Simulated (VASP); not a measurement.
# Al2Cu (P4/mmm) in VASP: further runs

The runs below take Al2Cu through single point, with LDA, PBEsol, PBE.

Program: VASP 6.6.1. These are calculated values, not measurements. Logs are shortened: lines on timing, memory, paths and dates and some standing lists are left out, and cuts for length are marked.

**1. The cell of the first run**

Symmetry: P4/mmm, No. 123, tetragonal system. Conventional cell: a = 4.043 Å, b = 4.043 Å, c = 2.822 Å, α = 90.00°, β = 90.00°, γ = 90.00°. Al (site symmetry mmm) has 4 Cu at 2.47 Å and 6 Al at 2.82 to 2.86 Å within 3.3 Å. Cu (site symmetry 4/mmm) has 8 Al at 2.47 Å and 2 Cu at 2.82 Å within 3.3 Å.

**2. Single point, LDA**

Input file INCAR:

```
SYSTEM = Al2Cu
ALGO = Normal
EDIFF = 1E-6
ENCUT = 520
ISIF = 2
ISMEAR = 0
LASPH = .True.
LCHARG = .False.
LREAL = .False.
LWAVE = .False.
NBANDS = 16
NELM = 80
PREC = Accurate
SIGMA = 0.1
```

Input file KPOINTS:

```
k-points
0
Gamma
  10 10 14
  0 0 0
```

Input file POSCAR:

```
Al2Cu
1.0
    4.0425050332      0.0000000000      0.0000000000
    0.0000000000      4.0425050332      0.0000000000
    0.0000000000      0.0000000000      2.8219637819
Al Cu
2 1
Direct
    0.5000000000      0.0000000000      0.5000000000
    0.0000000000      0.5000000000      0.5000000000
    0.0000000000      0.0000000000      0.0000000000
```

Potentials or basis: VASP PAW LDA potentials, release 64 (Al, Cu).

Run with:

```bash
$ cat potpaw_LDA.64/Al/POTCAR potpaw_LDA.64/Cu/POTCAR > POTCAR
$ mpirun -np 1 vasp_std > vasp.out
```

OUTCAR:

```text
SYSTEM = Al2Cu
   EDIFF = 1E-6
   ENCUT = 520
   ISIF = 2
   ISMEAR = 0
   LASPH = .True.
   LREAL = .False.
   NELM = 80
   PREC = Accurate

 ion  position               nearest neighbor table
   1  0.500  0.000  0.500-   3 2.47   3 2.47   3 2.47   3 2.47   2 2.86   2 2.86   2 2.86   2 2.86

   2  0.000  0.500  0.500-   3 2.47   3 2.47   3 2.47   3 2.47   1 2.86   1 2.86   1 2.86   1 2.86

   3  0.000  0.000  0.000-   1 2.47   2 2.47   1 2.47   2 2.47   2 2.47   2 2.47   1 2.47   1 2.47

  LATTYP: Found a simple tetragonal cell.
 ALAT       =     4.0425050332
 C/A-ratio  =     0.6980730410

  Lattice vectors:

 A1 = (   4.0425050332,   0.0000000000,   0.0000000000)
 A2 = (   0.0000000000,   4.0425050332,   0.0000000000)
 A3 = (   0.0000000000,   0.0000000000,   2.8219637819)

Analysis of symmetry for initial positions (statically):
=====================================================================
 Subroutine PRICEL returns:
 Original cell was already a primitive cell.

 Routine SETGRP: Setting up the symmetry group for a
 simple tetragonal supercell.

 Subroutine GETGRP returns: Found 16 space group operations
 (whereof 16 operations were pure point group operations)
 out of a pool of 16 trial point group operations.

The static configuration has the point symmetry D_4h.

Analysis of symmetry for dynamics (positions and initial velocities):
=====================================================================
 Subroutine PRICEL returns:
 Original cell was already a primitive cell.

 Routine SETGRP: Setting up the symmetry group for a
 simple tetragonal supercell.

 Subroutine GETGRP returns: Found 16 space group operations
 (whereof 16 operations were pure point group operations)
 out of a pool of 16 trial point group operations.

The dynamic configuration has the point symmetry D_4h.

 Subroutine INISYM returns: Found 16 space group operations
 (whereof 16 operations are pure point group operations),
 and found     1 'primitive' translations

----------------------------------------------------------------------------------------

                                     Primitive cell

  volume of cell :      46.1161

  direct lattice vectors                    reciprocal lattice vectors
     4.042505033  0.000000000  0.000000000     0.247371368  0.000000000  0.000000000
     0.000000000  4.042505033  0.000000000     0.000000000  0.247371368  0.000000000
     0.000000000  0.000000000  2.821963782     0.000000000  0.000000000  0.354363159

  length of vectors
     4.042505033  4.042505033  2.821963782     0.247371368  0.247371368  0.354363159

  position of ions in fractional coordinates (direct lattice)
     0.500000000  0.000000000  0.500000000
     0.000000000  0.500000000  0.500000000
     0.000000000  0.000000000  0.000000000

  ion indices of the primitive-cell ions
   primitive index   ion index
                 1           1
                 2           2
                 3           3

----------------------------------------------------------------------------------------

 KPOINTS: k-points

Automatic generation of k-mesh.
 Grid dimensions read from file:
 generate k-points for:   10   10   14

 Generating k-lattice:

  Cartesian coordinates                     Fractional coordinates (reciprocal lattice)
     0.024737137  0.000000000  0.000000000     0.100000000  0.000000000  0.000000000
     0.000000000  0.024737137  0.000000000     0.000000000  0.100000000  0.000000000
     0.000000000  0.000000000  0.025311654     0.000000000  0.000000000  0.071428571

  Length of vectors
     0.024737137  0.024737137  0.025311654

  Shift w.r.t. Gamma in fractional coordinates (k-lattice)
     0.000000000  0.000000000  0.000000000

 Subroutine IBZKPT returns following result:
 ===========================================

 Found    168 irreducible k-points:

 Following reciprocal coordinates:
            Coordinates               Weight
  0.000000  0.000000  0.000000      1.000000
  0.100000  0.000000  0.000000      4.000000
  0.200000  0.000000  0.000000      4.000000
  0.300000  0.000000  0.000000      4.000000
  0.400000  0.000000  0.000000      4.000000
  0.500000  0.000000  0.000000      2.000000
[... 16 lines left out ...]
  0.100000  0.000000  0.071429      8.000000
  0.200000  0.000000  0.071429      8.000000
 [... further k-points ...]
   k-points           NKPTS =    168   k-points in BZ     NKDIM =    168   number of bands    NBANDS=     16
   number of dos      NEDOS =    301   number of ions     NIONS =      3
   total plane-waves  NPLWV =  21600
   dimension x,y,z NGX =    30 NGY =   30 NGZ =   24
   dimension x,y,z NGXF=    60 NGYF=   60 NGZF=   48
   ions per type =               2   1
   NGX,Y,Z   is equivalent  to a cutoff of  12.34, 12.34, 14.14 a.u.
   NGXF,Y,Z  is equivalent  to a cutoff of  24.67, 24.67, 28.28 a.u.
 SYSTEM =  Al2Cu
   PREC   = accura    normal or accurate (medium, high low for compatibility)
   ISTART =      0    job   : 0-new  1-cont  2-samecut
   ICHARG =      2    charge: 1-file 2-atom 10-const
   ISPIN  =      1    spin polarized calculation?
   LNONCOLLINEAR =      F non collinear calculations
   LSORBIT =      F    spin-orbit coupling
   LASPH  =      T    aspherical Exc in radial PAW
   ENCUT  =  520.0 eV  38.22 Ry    6.18 a.u.   7.52  7.52  5.25*2*pi/ulx,y,z
   NELM   =     80;   NELMIN=  2; NELMDL= -5     # of ELM steps
   EDIFF  = 0.1E-05   stopping-criterion for ELM
   LREAL  =      F    real-space projection
   EDIFFG = 0.1E-04   stopping-criterion for IOM
   NSW    =      0    number of steps for IOM
   IBRION =     -1    ionic relax: 0-MD 1-quasi-New 2-CG
   NFREE  =      0    steps in history (QN), initial steepest desc. (CG)
   ISIF   =      2    stress and relaxation
   ISYM   =      2    0-nonsym 1-usesym 2-fastsym
   POTIM  = 0.5000    time-step for ionic-motion
   TEBEG  =    0.0;   TEEND  =   0.0 temperature during run
   PSTRESS=    0.0 pullay stress
   NELECT =      17.0000    total number of electrons
   NUPDOWN=      -1.0000    fix difference up-down
   EMIN   =  10.00;   EMAX   =-10.00  energy-range for DOS
   EFERMI =   0.00;   METHOD = LEGACY
   ISMEAR =     0;   SIGMA  =   0.10  broadening in eV -4-tet -1-fermi 0-gaus
   EFERMI_NEDOS =   21; number of points for ismear=-14 and -15
   IALGO  =     38    algorithm
   IMIX   =      4    mixing-type and parameters
     AMIX     =   0.40;   BMIX     =  1.00
     AMIX_MAG =   1.60;   BMIX_MAG =  1.00
  volume/ion in A,a.u.               =      15.37       103.74
  Fermi-wavevector in a.u.,A,eV,Ry     =   1.173835  2.218226 18.747303  1.377888
  Thomas-Fermi vector in A             =   2.310241
   LORBIT       =      0    0 simple, 1 ext, 2 COOP (PROOUT), +10 PAW based schemes
   GGA     = CA    functional components
   LHFCALC =     F    Hartree Fock is set to
   AEXX    =    0.0000 exact exchange contribution
   IVDW    =     0    specifies the selected vdW correction
   LEPSILON=     F    determine dielectric tensor
   LRPA    =     F    only Hartree local field effects (RPA)
 non-spin polarized calculation
 Gauss-broadening in eV      SIGMA  =   0.10
  energy-cutoff  :      520.00
  volume of cell :       46.12
 maximum number of plane-waves:      1270
   NGX = 15   NGY = 15   NGZ = 11

 number of electron      17.0000004 magnetization

 Free energy of the ion-electron system (eV)
  ---------------------------------------------------
  ext. energy  EPLUGINS =         0.00000000
  ---------------------------------------------------
  free energy    TOTEN  =       -13.23029323 eV

  energy without entropy =      -13.22570332  energy(sigma->0) =      -13.22799828

 E-fermi :   7.5046     XC(G=0): -10.8139

 val. band max:        7.4868441429   @ k =   0.4000   0.4000   0.4286
 cond. band min:       7.5181487632   @ k =   0.2000   0.1000   0.5000
 fundamental gap:      0.0313046203
 Fermi energy:         7.5046212015

 k-point     1 :       0.0000    0.0000    0.0000
  band No.  band energies     occupation
      1      -3.3588      2.00000
      2       1.7968      2.00000
      3       2.2920      2.00000
      4       3.0035      2.00000
      5       3.2222      2.00000
      6       3.2222      2.00000
[... 8 lines left out ...]
     15      14.8502      0.00000
     16      20.5006      0.00000

 k-point     2 :       0.1000    0.0000    0.0000
  band No.  band energies     occupation
      1      -3.2722      2.00000
      2       1.7546      2.00000
      3       2.2733      2.00000
      4       2.9770      2.00000
      5       3.2194      2.00000
      6       3.2227      2.00000
[... 8 lines left out ...]
     15      15.9658      0.00000
     16      20.1604      0.00000

 k-point     3 :       0.2000    0.0000    0.0000
  band No.  band energies     occupation
      1      -3.0160      2.00000
      2       1.5147      2.00000
      3       2.2304      2.00000
      4       2.9144      2.00000
      5       3.2120      2.00000
      6       3.2240      2.00000
[... 8 lines left out ...]
     15      17.7625      0.00000
     16      19.3528      0.00000

 k-point     4 :       0.3000    0.0000    0.0000
  band No.  band energies     occupation
      1      -2.6059      2.00000
      2       0.8810      2.00000
      3       2.2142      2.00000
      4       2.8474      2.00000
      5       3.0915      2.00000
      6       3.2029      2.00000
[... 8 lines left out ...]
     15      18.4205      0.00000
     16      19.7205      0.00000
[... 324 lines left out ...]
 k-point    22 :       0.0000    0.0000    0.0714
  band No.  band energies     occupation
      1      -3.2616      2.00000
      2       1.8290      2.00000
      3       2.3309      2.00000
      4       3.0134      2.00000
      5       3.1243      2.00000
      6       3.1243      2.00000
[... 8 lines left out ...]
     15      16.2240      0.00000
     16      19.5799      0.00000

 k-point    23 :       0.1000    0.0000    0.0714
  band No.  band energies     occupation
      1      -3.1750      2.00000
      2       1.7877      2.00000
      3       2.3131      2.00000
      4       2.9853      2.00000
      5       3.1132      2.00000
      6       3.1306      2.00000
[... 8 lines left out ...]
     15      16.6446      0.00000
     16      19.0360      0.00000

 k-point    24 :       0.2000    0.0000    0.0714
  band No.  band energies     occupation
      1      -2.9192      2.00000
      2       1.5563      2.00000
      3       2.2701      2.00000
      4       2.9237      2.00000
      5       3.0739      2.00000
      6       3.1398      2.00000
[... 8 lines left out ...]
     15      17.8211      0.00000
     16      18.0931      0.00000

 [... further k-points ...]
[... 5 lines left out ...]
  --------------------------------------------------------------------------------------
  -------------------------------------------------------------------------------------
  Total        0.0578584      0.0578584      0.0582440      0.0000000      0.0000000      0.0000000
  in kB        2.0101323      2.0101323      2.0235269      0.0000000      0.0000000      0.0000000
  external PRESSURE =       2.0145972 kB  Pullay stress =       0.0000000 kB

 VOLUME and BASIS-vectors are now :
 -----------------------------------------------------------------------------
  energy-cutoff  :      520.00
  volume of cell :       46.12
      direct lattice vectors                 reciprocal lattice vectors
     4.042505033  0.000000000  0.000000000     0.247371368  0.000000000  0.000000000
     0.000000000  4.042505033  0.000000000     0.000000000  0.247371368  0.000000000
     0.000000000  0.000000000  2.821963782     0.000000000  0.000000000  0.354363159

 POSITION                                       TOTAL-FORCE (eV/Angst)
 -----------------------------------------------------------------------------------
      2.02125      0.00000      1.41098         0.000000      0.000000      0.000000
      0.00000      2.02125      1.41098         0.000000      0.000000      0.000000
      0.00000      0.00000      0.00000         0.000000      0.000000      0.000000
 -----------------------------------------------------------------------------------
    total drift:                               -0.000000     -0.000000     -0.000000

  FREE ENERGIE OF THE ION-ELECTRON SYSTEM (eV)
  ---------------------------------------------------
  free  energy   TOTEN  =       -13.2302932348 eV

  energy  without entropy=      -13.2257033224  energy(sigma->0) =      -13.22799828
```

Wall time 2.6 min (1 thread of AMD EPYC 7R43 (Zen 3), shared host); peak memory 0.2 GiB.

What came out:

```yaml
Free_energy: -13.2303 eV
Pressure: 0.2 GPa
```

(Part 1 of 3 ends here.)
